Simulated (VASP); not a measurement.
ZnS:

```
CELL_PARAMETERS angstrom
0.00000 2.66548 2.66548
2.66548 0.00000 2.66548
2.66548 2.66548 0.00000
ATOMIC_POSITIONS crystal
Zn 0.75000 0.75000 0.75000
S 0.00000 0.00000 0.00000
```

Base run:

| Item | Value |
| --- | --- |
| Program | VASP 6.6.1 |
| Functional | HSE06 |
| Potentials or basis | VASP PAW PBE potentials, release 64 (Zn, S) |
| Cutoff | 520 eV |
| k mesh | 5 × 5 × 5 |
| Occupations | fermi-dirac, width 0.05 eV |
| Spin | no spin polarisation |

Its results: band gap on the k mesh 3.53 eV; pressure 4.5 GPa.

Task: The run is repeated on the same cell with these changes: functional from HSE06 to r2SCAN; cutoff from 520 eV to 550 eV; k mesh from 5 × 5 × 5 to 9 × 9 × 9. What comes out?

Result: Band gap on the k mesh 2.87 eV; pressure 2.7 GPa.

Several settings changed at once.

Caveats: the PAW data sets were made with another functional, which shifts forces and pressure a little; the cell stands under pressure (at least some runs).

